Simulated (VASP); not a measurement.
# CrO2 (P4_2/mnm) in VASP: single point with r2SCAN

Aim: the single point of CrO2 with r2SCAN.

All numbers are computed with VASP 6.6.1; they aren't measurements. Logs are shortened: lines on timing, memory, paths and dates and some standing lists are left out, and cuts for length are marked.

**1. The cell of the first run**

It takes space group P4_2/mnm (No. 136, tetragonal). The conventional cell has a = 4.403 Å, b = 4.403 Å, c = 2.913 Å, α = 90.00°, β = 90.00°, γ = 90.00°. Within 2.5 Å of Cr (site symmetry mmm) lie 6 O at 1.89 to 1.91 Å. Within 2.5 Å of O (site symmetry m2m) lie 3 Cr at 1.89 to 1.91 Å and 1 O at 2.46 Å.

**2. Single point, r2SCAN, collinear spin, ferromagnetic start**

Input file POSCAR:

```
CrO2
1.0
    4.4030760031      0.0000000000      0.0000000000
    0.0000000000      4.4030760031      0.0000000000
    0.0000000000      0.0000000000      2.9128492650
Cr O
2 4
Direct
    0.0000000000      0.0000000000      0.0000000000
    0.5000000000      0.5000000000      0.5000000000
    0.3027492540      0.3027492540      0.0000000000
    0.1972507460      0.8027492540      0.5000000000
    0.6972507460      0.6972507460      0.0000000000
    0.8027492540      0.1972507460      0.5000000000
```

Input file INCAR.step1:

```
SYSTEM = CrO2
ALGO = Normal
EDIFF = 1E-4
ENCUT = 520
GGA = PE
ISMEAR = 0
ISPIN = 2
LASPH = .TRUE.
LCHARG = .FALSE.
LMAXMIX = 4
LREAL = .FALSE.
LWAVE = .TRUE.
MAGMOM = 2.02 2.02 0 0 0 0
NBANDS = 37
NELM = 150
PREC = Accurate
SIGMA = 0.05
```

Input file INCAR.step2:

```
SYSTEM = CrO2
ALGO = Normal
EDIFF = 1E-6
ENCUT = 520
ISIF = 2
ISMEAR = 0
ISPIN = 2
ISTART = 1
LASPH = .TRUE.
LCHARG = .TRUE.
LELF = .TRUE.
LMAXMIX = 4
LMIXTAU = .TRUE.
LORBIT = 11
LREAL = .FALSE.
LVHAR = .TRUE.
LWAVE = .FALSE.
MAGMOM = 2.02 2.02 0 0 0 0
METAGGA = R2SCAN
NBANDS = 37
NELM = 150
PREC = Accurate
SIGMA = 0.05
```

Input file KPOINTS:

```
k-points
0
G
  6 6 10
  0 0 0
```

Potentials or basis: VASP PAW PBE potentials, release 64 (Cr_pv, O).

Run with:

```
$ cat potpaw_PBE.64/Cr_pv/POTCAR potpaw_PBE.64/O/POTCAR > POTCAR
$ cp INCAR.step1 INCAR
$ mpirun -np 1 vasp_std > vasp.out
$ cp INCAR.step2 INCAR
$ mpirun -np 1 vasp_std > vasp.out
```

OUTCAR:

```text
SYSTEM = CrO2
   EDIFF = 1E-6
   ENCUT = 520
   ISIF = 2
   ISMEAR = 0
   ISPIN = 2
   ISTART = 1
   LASPH = .TRUE.
   LORBIT = 11
   LREAL = .FALSE.
   METAGGA = R2SCAN
   NELM = 150
   PREC = Accurate

 ion  position               nearest neighbor table
   1  0.000  0.000  0.000-   3 1.89   5 1.89   4 1.91   6 1.91   4 1.91   6 1.91
   2  0.500  0.500  0.500-   4 1.89   6 1.89   5 1.91   3 1.91   3 1.91   5 1.91
   3  0.303  0.303  0.000-   1 1.89   2 1.91   2 1.91
   4  0.197  0.803  0.500-   2 1.89   1 1.91   1 1.91
   5  0.697  0.697  0.000-   1 1.89   2 1.91   2 1.91
   6  0.803  0.197  0.500-   2 1.89   1 1.91   1 1.91

  LATTYP: Found a simple tetragonal cell.
 ALAT       =     4.4030760031
 C/A-ratio  =     0.6615487134

  Lattice vectors:

 A1 = (   4.4030760031,   0.0000000000,   0.0000000000)
 A2 = (   0.0000000000,   4.4030760031,   0.0000000000)
 A3 = (   0.0000000000,   0.0000000000,   2.9128492650)

Analysis of symmetry for initial positions (statically):
=====================================================================
 Subroutine PRICEL returns:
 Original cell was already a primitive cell.

 Routine SETGRP: Setting up the symmetry group for a
 simple tetragonal supercell.

 Subroutine GETGRP returns: Found 16 space group operations
 (whereof  8 operations were pure point group operations)
 out of a pool of 16 trial point group operations.

The static configuration has the point symmetry D_2h.
 The point group associated with its full space group is D_4h.

Analysis of symmetry for dynamics (positions and initial velocities):
=====================================================================
 Subroutine PRICEL returns:
 Original cell was already a primitive cell.

 Routine SETGRP: Setting up the symmetry group for a
 simple tetragonal supercell.

 Subroutine GETGRP returns: Found 16 space group operations
 (whereof  8 operations were pure point group operations)
 out of a pool of 16 trial point group operations.

The dynamic configuration has the point symmetry D_2h.
 The point group associated with its full space group is D_4h.

Analysis of structural, dynamic, and magnetic symmetry:
=====================================================================
 Subroutine PRICEL returns:
 Original cell was already a primitive cell.

 Routine SETGRP: Setting up the symmetry group for a
 simple tetragonal supercell.

[... 145 lines left out ...]
 Gauss-broadening in eV      SIGMA  =   0.05
  energy-cutoff  :      520.00
  volume of cell :       56.47
 maximum number of plane-waves:      1540
 NGX is ok and might be reduce to    36
   NGX = 17   NGY = 17   NGZ = 11

 number of electron      48.0000004 magnetization       4.0000005

 Free energy of the ion-electron system (eV)
  ---------------------------------------------------
  ext. energy  EPLUGINS =         0.00000000
  ---------------------------------------------------
  free energy    TOTEN  =       -67.14252934 eV

  energy without entropy =      -67.14124801  energy(sigma->0) =      -67.14188868

 E-fermi :   5.3825     XC(G=0): -12.7819

 val. band max:        5.3749208364   @ k =   0.1667   0.1667   0.5000
 cond. band min:       5.3923126158   @ k =   0.3333   0.3333   0.4000
 fundamental gap:      0.0173917794
 Fermi energy:         5.3824524236

 spin component 1

 k-point     1 :       0.0000    0.0000    0.0000
  band No.  band energies     occupation
      1     -41.2611      1.00000
      2     -41.2611      1.00000
      3     -41.1445      1.00000
      4     -41.1444      1.00000
      5     -41.0695      1.00000
      6     -41.0544      1.00000
[... 925 lines left out ...]
     35      17.0967      0.00000
     36      17.0967      0.00000

 [... further k-points ...]

 spin component 2

 k-point     1 :       0.0000    0.0000    0.0000
  band No.  band energies     occupation
      1     -38.4819      1.00000
      2     -38.4819      1.00000
      3     -38.1646      1.00000
      4     -38.1646      1.00000
      5     -37.8930      1.00000
      6     -37.8738      1.00000
[... 925 lines left out ...]
     35      17.3272      0.00000
     36      17.3272      0.00000

 [... further k-points ...]

 [bands above 36 left out]

------------------------ aborting loop because EDIFF is reached ----------------------------------------

  FORCE on cell =-STRESS in cart. coord.  units (eV):
  Direction    XX          YY          ZZ          XY          YZ          ZX
  --------------------------------------------------------------------------------------
  -------------------------------------------------------------------------------------
  Total        0.3747409      0.3747409      0.4964684      0.0000000      0.0000000      0.0000000
  in kB       10.6319105     10.6319105     14.0854852      0.0000000      0.0000000      0.0000000
  external PRESSURE =      11.7831020 kB  Pullay stress =       0.0000000 kB

 VOLUME and BASIS-vectors are now :
 -----------------------------------------------------------------------------
  energy-cutoff  :      520.00
  volume of cell :       56.47
      direct lattice vectors                 reciprocal lattice vectors
     4.403076003  0.000000000  0.000000000     0.227113954  0.000000000  0.000000000
     0.000000000  4.403076003  0.000000000     0.000000000  0.227113954  0.000000000
     0.000000000  0.000000000  2.912849265     0.000000000  0.000000000  0.343306470

 POSITION                                       TOTAL-FORCE (eV/Angst)
 -----------------------------------------------------------------------------------
      0.00000      0.00000      0.00000        -0.000000      0.000000      0.000000
      2.20154      2.20154      1.45642        -0.000000      0.000000      0.000000
      1.33303      1.33303      0.00000        -0.004976     -0.004976     -0.000000
      0.86851      3.53457      1.45642         0.004976     -0.004976      0.000000
      3.07005      3.07005      0.00000         0.004976      0.004976      0.000000
      3.53457      0.86851      1.45642        -0.004976      0.004976      0.000000
 -----------------------------------------------------------------------------------
    total drift:                               -0.000000      0.000000      0.000000

  FREE ENERGIE OF THE ION-ELECTRON SYSTEM (eV)
  ---------------------------------------------------
  free  energy   TOTEN  =       -67.1425293412 eV

  energy  without entropy=      -67.1412480117  energy(sigma->0) =      -67.14188868

 total charge

# of ion       s       p       d       tot
------------------------------------------
    1        0.657   6.467   3.973  11.097
    2        0.657   6.467   3.973  11.097
    3        1.578   3.499   0.000   5.076
    4        1.578   3.499   0.000   5.076
    5        1.578   3.499   0.000   5.076
    6        1.578   3.499   0.000   5.076
--------------------------------------------------
tot          7.624  26.929   7.946  42.499

 magnetization (x)

# of ion       s       p       d       tot
------------------------------------------
    1        0.169   0.035   2.148   2.352
    2        0.169   0.035   2.148   2.352
    3       -0.003  -0.122   0.000  -0.125
    4       -0.003  -0.122   0.000  -0.125
    5       -0.003  -0.122   0.000  -0.125
    6       -0.003  -0.122   0.000  -0.125
--------------------------------------------------
tot          0.325  -0.417   4.296   4.205
```

It took 15 min on 1 thread of Intel Xeon 8259CL, shared host; peak memory 0.33 GiB.

Results:

```yaml
Free_energy: -67.1425 eV
Pressure: 1.2 GPa
Largest_force: 0.007 eV/Å
Band_gap_on_the_k_mesh: zero (filled and empty bands overlap)
Net_moment: 4.00 μB per cell
Site_moments: Cr +2.35; O -0.12 μB
Valence_electrons_inside_the_program's_atomic_spheres: Cr 11.10; O 5.08
```

Forces on the atoms (eV/Å):
```
Cr   0.000  0.000  0.000
Cr   0.000  0.000  0.000
O   -0.005 -0.005  0.000
O    0.005 -0.005  0.000
O    0.005  0.005  0.000
O   -0.005  0.005  0.000
```

Stress tensor (GPa, compression positive):
```
1.06 0.00 0.00
0.00 1.06 0.00
0.00 0.00 1.41
```

Levels at points of the mesh, in eV from the Fermi level:
Spin up:
| k point | band 22 | band 23 | band 24 | band 25 | band 26 | band 27 | band 28 | band 29 | band 30 | band 31 |
| --- | --- | --- | --- | --- | --- | --- | --- | --- | --- | --- |
| (0.00, 0.00, 0.00) | -1.37 | -1.37 | -1.35 | -1.06 | -1.06 | -0.39 | 0.41 | 0.44 | 1.25 | 1.46 |
| (0.50, 0.00, 0.00) | -1.47 | -1.04 | -1.04 | -0.47 | -0.47 | 0.38 | 0.38 | 0.45 | 0.45 | 3.76 |
| (0.50, 0.50, 0.00) | -2.02 | -1.78 | -1.78 | -1.34 | -1.34 | 0.41 | 0.41 | 1.02 | 1.02 | 3.14 |
| (0.00, 0.00, 0.50) | -2.65 | -1.10 | -1.10 | 0.05 | 0.05 | 0.44 | 0.44 | 0.73 | 0.73 | 2.87 |
| (0.50, 0.00, 0.50) | -1.77 | -1.59 | -1.59 | -1.08 | -1.08 | 0.44 | 0.44 | 0.98 | 0.98 | 2.10 |
| (0.50, 0.50, 0.50) | -1.65 | -1.10 | -1.10 | -0.14 | -0.14 | -0.02 | -0.02 | 0.43 | 0.43 | 3.47 |
Spin down:
```tsv
k point	band 19	band 20	band 21	band 22	band 23	band 24	band 25	band 26
(0.00, 0.00, 0.00)	-1.75	-1.43	-1.43	-1.00	1.75	1.77	2.08	2.10
(0.50, 0.00, 0.00)	-2.90	-2.90	-1.82	-1.82	2.44	2.44	2.74	2.74
(0.50, 0.50, 0.00)	-2.61	-2.61	-2.24	-2.24	1.77	1.77	2.12	2.12
(0.00, 0.00, 0.50)	-3.69	-3.69	-2.64	-2.64	2.42	2.42	3.00	3.00
(0.50, 0.00, 0.50)	-3.15	-3.15	-2.17	-2.17	1.51	1.51	3.03	3.03
(0.50, 0.50, 0.50)	-2.46	-2.46	-1.69	-1.69	2.07	2.07	2.87	2.87
```

Caveat: the PAW data sets were made with another functional, which shifts forces and pressure a little; semilocal functionals often make such compounds metallic where correlation or magnetic order opens a gap, which also shifts bond lengths; the run started ferromagnetic, and an antiferromagnetic order may lie lower in energy.
